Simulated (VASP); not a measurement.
# Na (Pm-3m) in VASP: single point with PBEsol

Aim: the single point of Na with PBEsol.

Program: VASP 6.6.1. These are calculated values, not measurements. Logs are shortened: lines on timing, memory, paths and dates and some standing lists are left out, and cuts for length are marked.

### Step 1. The cell of the first run

The structure is cubic, space group Pm-3m (No. 221). Conventional cell: a = 3.388 Å, b = 3.388 Å, c = 3.388 Å, α = 90.00°, β = 90.00°, γ = 90.00°. Na (site symmetry m-3m) has 6 Na at 3.39 Å within 4.5 Å.

This isn't the form of Na at room conditions, which is bcc.

### Step 2. Single point, PBEsol

File INCAR:

```
SYSTEM = Na
PREC = Accurate
ENCUT = 520
EDIFF = 1E-7
ISMEAR = 0
SIGMA = 0.15
LREAL = .FALSE.
LASPH = .TRUE.
NELM = 100
ALGO = Fast
ISIF = 2
LWAVE = .FALSE.
LCHARG = .TRUE.
GGA = PS
LELF = .TRUE.
LVHAR = .TRUE.
NBANDS = 14
```

File KPOINTS:

```
Automatic mesh
0
G
  18 18 10
  0 0 0
```

File POSCAR:

```
Na
1.0
    3.3879506904      0.0000000000      0.0000000000
    0.0000000000      3.3879506904      0.0000000000
    0.0000000000      0.0000000000      6.7759013807
Na
2
Direct
    0.0000000000      0.0000000000      0.0000000000
    0.0000000000      0.0000000000      0.5000000000
```

Potentials or basis: VASP PAW PBE potentials, release 64 (Na_pv).

The run is started by

```sh
$ cat potpaw_PBE.64/Na_pv/POTCAR > POTCAR
$ mpirun -np 1 vasp_std > vasp.out
```

OUTCAR:

```text
SYSTEM = Na
   PREC = Accurate
   ENCUT = 520
   EDIFF = 1E-7
   ISMEAR = 0
   LREAL = .FALSE.
   LASPH = .TRUE.
   NELM = 100
   ISIF = 2
   GGA = PS

 ion  position               nearest neighbor table
   1  0.000  0.000  0.000-
   2  0.000  0.000  0.500-

  LATTYP: Found a simple tetragonal cell.
 ALAT       =     3.3879506904
 C/A-ratio  =     2.0000000000

  Lattice vectors:

 A1 = (   3.3879506904,   0.0000000000,   0.0000000000)
 A2 = (   0.0000000000,   3.3879506904,   0.0000000000)
 A3 = (   0.0000000000,   0.0000000000,   6.7759013807)

Analysis of symmetry for initial positions (statically):
=====================================================================
 Subroutine PRICEL returns following result:

  LATTYP: Found a simple cubic cell.
 ALAT       =     3.3879506904

  Lattice vectors:

 A1 = (   3.3879506904,   0.0000000000,   0.0000000000)
 A2 = (   0.0000000000,   3.3879506904,   0.0000000000)
 A3 = (   0.0000000000,   0.0000000000,   3.3879506904)

   2 primitive cells build up your supercell.

 Routine SETGRP: Setting up the symmetry group for a
 simple tetragonal supercell.

 Subroutine GETGRP returns: Found 16 space group operations
 (whereof 16 operations were pure point group operations)
 out of a pool of 16 trial point group operations.

The static configuration has the point symmetry D_4h.

Analysis of symmetry for dynamics (positions and initial velocities):
=====================================================================
 Subroutine PRICEL returns following result:

  LATTYP: Found a simple cubic cell.
 ALAT       =     3.3879506904

  Lattice vectors:

 A1 = (   3.3879506904,   0.0000000000,   0.0000000000)
 A2 = (   0.0000000000,   3.3879506904,   0.0000000000)
 A3 = (   0.0000000000,   0.0000000000,   3.3879506904)

   2 primitive cells build up your supercell.

 Routine SETGRP: Setting up the symmetry group for a
 simple tetragonal supercell.

 Subroutine GETGRP returns: Found 16 space group operations
 (whereof 16 operations were pure point group operations)
 out of a pool of 16 trial point group operations.

The dynamic configuration has the point symmetry D_4h.

 Subroutine INISYM returns: Found 16 space group operations
 (whereof 16 operations are pure point group operations),
 and found     2 'primitive' translations

----------------------------------------------------------------------------------------

                                     Primitive cell

  volume of cell :      38.8876

  direct lattice vectors                    reciprocal lattice vectors
     3.387950690  0.000000000  0.000000000     0.295163682  0.000000000  0.000000000
     0.000000000  3.387950690  0.000000000     0.000000000  0.295163682  0.000000000
     0.000000000  0.000000000  3.387950690     0.000000000  0.000000000  0.295163682

  length of vectors
     3.387950690  3.387950690  3.387950690     0.295163682  0.295163682  0.295163682

  position of ions in fractional coordinates (direct lattice)
     0.000000000  0.000000000  0.000000000

  ion indices of the primitive-cell ions
   primitive index   ion index
                 1           1

----------------------------------------------------------------------------------------

 KPOINTS: Automatic mesh

Automatic generation of k-mesh.
 Grid dimensions read from file:
 generate k-points for:   18   18   10

 Generating k-lattice:

  Cartesian coordinates                     Fractional coordinates (reciprocal lattice)
     0.016397982  0.000000000  0.000000000     0.055555556  0.000000000  0.000000000
     0.000000000  0.016397982  0.000000000     0.000000000  0.055555556  0.000000000
     0.000000000  0.000000000  0.014758184     0.000000000  0.000000000  0.100000000

  Length of vectors
     0.016397982  0.016397982  0.014758184

  Shift w.r.t. Gamma in fractional coordinates (k-lattice)
     0.000000000  0.000000000  0.000000000

 Subroutine IBZKPT returns following result:
 ===========================================

 Found    330 irreducible k-points:

 Following reciprocal coordinates:
            Coordinates               Weight
  0.000000  0.000000  0.000000      1.000000
  0.055556  0.000000  0.000000      4.000000
  0.111111  0.000000  0.000000      4.000000
  0.166667  0.000000  0.000000      4.000000
  0.222222  0.000000  0.000000      4.000000
  0.277778  0.000000  0.000000      4.000000
[... 16 lines left out ...]
  0.277778  0.111111  0.000000      8.000000
  0.333333  0.111111  0.000000      8.000000
 [... further k-points ...]
   k-points           NKPTS =    330   k-points in BZ     NKDIM =    330   number of bands    NBANDS=     14
   number of dos      NEDOS =    301   number of ions     NIONS =      2
   total plane-waves  NPLWV =  39200
   dimension x,y,z NGX =    28 NGY =   28 NGZ =   50
   dimension x,y,z NGXF=    56 NGYF=   56 NGZF=  100
   ions per type =               2
   NGX,Y,Z   is equivalent  to a cutoff of  13.74, 13.74, 12.27 a.u.
   NGXF,Y,Z  is equivalent  to a cutoff of  27.48, 27.48, 24.53 a.u.
 SYSTEM =  Na
   PREC   = accura    normal or accurate (medium, high low for compatibility)
   ISTART =      0    job   : 0-new  1-cont  2-samecut
   ICHARG =      2    charge: 1-file 2-atom 10-const
   ISPIN  =      1    spin polarized calculation?
   LNONCOLLINEAR =      F non collinear calculations
   LSORBIT =      F    spin-orbit coupling
   LASPH  =      T    aspherical Exc in radial PAW
   ENCUT  =  520.0 eV  38.22 Ry    6.18 a.u.   6.30  6.30 12.60*2*pi/ulx,y,z
   NELM   =    100;   NELMIN=  2; NELMDL= -5     # of ELM steps
   EDIFF  = 0.1E-06   stopping-criterion for ELM
   LREAL  =      F    real-space projection
   EDIFFG = 0.1E-05   stopping-criterion for IOM
   NSW    =      0    number of steps for IOM
   IBRION =     -1    ionic relax: 0-MD 1-quasi-New 2-CG
   NFREE  =      0    steps in history (QN), initial steepest desc. (CG)
   ISIF   =      2    stress and relaxation
   ISYM   =      2    0-nonsym 1-usesym 2-fastsym
   POTIM  = 0.5000    time-step for ionic-motion
   TEBEG  =    0.0;   TEEND  =   0.0 temperature during run
   PSTRESS=    0.0 pullay stress
   NELECT =      14.0000    total number of electrons
   NUPDOWN=      -1.0000    fix difference up-down
   EMIN   =  10.00;   EMAX   =-10.00  energy-range for DOS
   EFERMI =   0.00;   METHOD = LEGACY
   ISMEAR =     0;   SIGMA  =   0.15  broadening in eV -4-tet -1-fermi 0-gaus
   EFERMI_NEDOS =   21; number of points for ismear=-14 and -15
   IALGO  =     68    algorithm
   IMIX   =      4    mixing-type and parameters
     AMIX     =   0.40;   BMIX     =  1.00
     AMIX_MAG =   1.60;   BMIX_MAG =  1.00
  volume/ion in A,a.u.               =      38.89       262.43
  Fermi-wavevector in a.u.,A,eV,Ry     =   0.924351  1.746771 11.625164  0.854425
  Thomas-Fermi vector in A             =   2.050088
   LORBIT       =      0    0 simple, 1 ext, 2 COOP (PROOUT), +10 PAW based schemes
   GGA     = PS    functional components
   LHFCALC =     F    Hartree Fock is set to
   AEXX    =    0.0000 exact exchange contribution
   IVDW    =     0    specifies the selected vdW correction
   LEPSILON=     F    determine dielectric tensor
   LRPA    =     F    only Hartree local field effects (RPA)
 non-spin polarized calculation
 RMM-DIIS sequential band-by-band and
 Gauss-broadening in eV      SIGMA  =   0.15
  energy-cutoff  :      520.00
  volume of cell :       77.78
 maximum number of plane-waves:      2120
 NGX is ok and might be reduce to    28
   NGX = 13   NGY = 13   NGZ = 25

 number of electron      14.0000001 magnetization

 Free energy of the ion-electron system (eV)
  ---------------------------------------------------
  ext. energy  EPLUGINS =         0.00000000
  ---------------------------------------------------
  free energy    TOTEN  =        -2.56281067 eV

  energy without entropy =       -2.55200429  energy(sigma->0) =       -2.55740748

 E-fermi :   0.1954     XC(G=0):  -6.3707

 val. band max:        0.1953742249   @ k =   0.1667   0.1111   0.1000
 cond. band min:       0.2086319099   @ k =   0.0000   0.0000   0.0000
 fundamental gap:      0.0132576850
 Fermi energy:         0.1954031211

 k-point     1 :       0.0000    0.0000    0.0000
  band No.  band energies     occupation
      1     -24.8545      2.00000
      2     -24.8038      2.00000
      3     -24.8038      2.00000
      4     -24.8038      2.00000
      5     -24.7995      2.00000
      6     -24.7995      2.00000
      7      -2.9969      2.00000
      8       0.2086      0.90074
      9       0.3920      0.06378
     10       8.4824      0.00000
     11       8.4824      0.00000
     12       9.8121      0.00000
     13       9.8121      0.00000
     14       9.8121      0.00000

 k-point     2 :       0.0556    0.0000    0.0000
  band No.  band energies     occupation
      1     -24.8543      2.00000
      2     -24.8053      2.00000
      3     -24.8037      2.00000
      4     -24.8036      2.00000
      5     -24.8010      2.00000
      6     -24.7994      2.00000
      7      -2.9551      2.00000
      8       0.2462      0.63183
      9       0.4339      0.02453
     10       7.8723      0.00000
     11       8.5206      0.00000
     12       9.8457      0.00000
     13       9.8457      0.00000
     14      10.2682      0.00000
[... 343 lines left out ...]
      1     -24.8500      2.00000
      2     -24.8330      2.00000
      3     -24.8275      2.00000
      4     -24.8071      2.00000
      5     -24.8026      2.00000
      6     -24.8007      2.00000
      7      -1.7971      2.00000
      8       1.3012      0.00000
      9       1.5804      0.00000
     10       3.8543      0.00000
     11       6.7994      0.00000
     12       7.1587      0.00000
     13       7.8878      0.00000
     14      10.7881      0.00000

 k-point    24 :       0.3333    0.1111    0.0000
  band No.  band energies     occupation
      1     -24.8490      2.00000
      2     -24.8412      2.00000
      3     -24.8354      2.00000
      4     -24.8063      2.00000
      5     -24.8019      2.00000
      6     -24.8001      2.00000
      7      -1.3486      2.00000
      8       1.7168      0.00000
      9       2.0139      0.00000
     10       2.9107      0.00000
     11       5.8410      0.00000
     12       6.3025      0.00000
     13       8.2864      0.00000
     14      11.0233      0.00000

 [... further k-points ...]

------------------------ aborting loop because EDIFF is reached ----------------------------------------

  FORCE on cell =-STRESS in cart. coord.  units (eV):
  Direction    XX          YY          ZZ          XY          YZ          ZX
  --------------------------------------------------------------------------------------
  -------------------------------------------------------------------------------------
  Total       -0.0045018     -0.0045018     -0.0030902      0.0000000      0.0000000      0.0000000
  in kB       -0.0927385     -0.0927385     -0.0636583      0.0000000      0.0000000      0.0000000
  external PRESSURE =      -0.0830451 kB  Pullay stress =       0.0000000 kB

 VOLUME and BASIS-vectors are now :
 -----------------------------------------------------------------------------
  energy-cutoff  :      520.00
  volume of cell :       77.78
      direct lattice vectors                 reciprocal lattice vectors
     3.387950690  0.000000000  0.000000000     0.295163682  0.000000000  0.000000000
     0.000000000  3.387950690  0.000000000     0.000000000  0.295163682  0.000000000
     0.000000000  0.000000000  6.775901381     0.000000000  0.000000000  0.147581841

 POSITION                                       TOTAL-FORCE (eV/Angst)
 -----------------------------------------------------------------------------------
      0.00000      0.00000      0.00000         0.000000      0.000000     -0.000000
      0.00000      0.00000      3.38795         0.000000      0.000000      0.000000
 -----------------------------------------------------------------------------------
    total drift:                               -0.000000     -0.000000      0.000000

  FREE ENERGIE OF THE ION-ELECTRON SYSTEM (eV)
  ---------------------------------------------------
  free  energy   TOTEN  =        -2.5628106688 eV

  energy  without entropy=       -2.5520042859  energy(sigma->0) =       -2.55740748
```

Run time: 7.8 min. Hardware: 1 thread of Intel Xeon 8259CL, shared host; peak memory 0.38 GiB.

What came out:

| Property | Result |
| --- | --- |
| Free energy | -2.5628 eV |
| Pressure | 0.0 GPa |
| Band gap on the k mesh | zero (bands 7 and 8 overlap by 6.07 eV) |

Caveat: the PAW data sets were made with another functional, which shifts forces and pressure a little.
